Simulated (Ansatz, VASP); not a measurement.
Two plane-wave programs on BP

```
B P
1.0
     1.59447   -4.75850    0.00000
     1.59447    4.75850    0.00000
     0.00000    0.00000    3.52365
B P
2 2
Direct
  0.75372 0.75372 0.50000
  0.24628 0.24628 0.50000
  0.82962 0.17038 0.00000
  0.17038 0.82962 0.00000
```

Alike in both runs: functional PBE; k mesh 16 × 16 × 14; occupations gaussian, width 0.1 eV; no spin polarisation.

Ansatz relaxed the structure, and its values are those at the end. VASP's run is a single point on that final structure, the one shown.

|  | VASP | Ansatz |
| --- | --- | --- |
| version | VASP 6.6.1 | Ansatz 0.2.0 |
| potentials or method | VASP PAW PBE potentials, release 64 (B, P), cutoff 520 eV | scalar-relativistic, plane waves, PAW |
| valence electrons in the cell | 16 | 16 |

Ansatz gave:

```
gap on the k mesh at the Fermi level (eV) : none
pressure (GPa)                            : 0.0
rms of the force components (eV/Å)        : 0.001
```

Task: Estimate VASP's values.

Result: gap on the k mesh at the Fermi level (eV): none; pressure (GPa): -0.2; rms of the force components (eV/Å): 0.022.

A gap of «none» marks a metal or a gap that the smearing closes.
